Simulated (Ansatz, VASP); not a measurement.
**Two plane-wave programs on Cr**

```xyz
1
Lattice="0.0000 1.7981 1.7981 1.7981 0.0000 1.7981 1.7981 1.7981 0.0000" Properties=species:S:1:pos:R:3 pbc="T T T"
Cr    0.0000    0.0000    0.0000
```

Alike in both runs: task single point; functional r2SCAN; k mesh 20 × 20 × 20; occupations gaussian, width 0.05 eV; collinear spin.

|  | VASP | Ansatz |
| --- | --- | --- |
| version | VASP 6.6.1 | Ansatz 0.2.0 |
| potentials or method | VASP PAW PBE potentials, release 64 (Cr_pv), cutoff 520 eV | scalar-relativistic, plane waves, PAW |
| valence electrons in the cell | 12 | 14 |

VASP gave:

| Item | Value |
| --- | --- |
| gap on the k mesh at the Fermi level (eV) | none |
| pressure (GPa) | 0.7 |
| net moment per atom (μB) | 0.00 |

Question: Which values does Ansatz return?

Answer: gap on the k mesh at the Fermi level (eV): none; pressure (GPa): 0.0; net moment per atom (μB): 0.00.

VASP's potentials were made for PBE, not for r2SCAN. A gap of «none» marks a metal or a gap that the smearing closes. With one functional, cell and mesh, what is left measures potentials, basis and numerics. VASP's potentials hold 12 valence electrons a cell and Ansatz's 14, so a difference there can come from the potentials and not from the codes. Ansatz's warnings: seeded moment not kept, stability check not made.
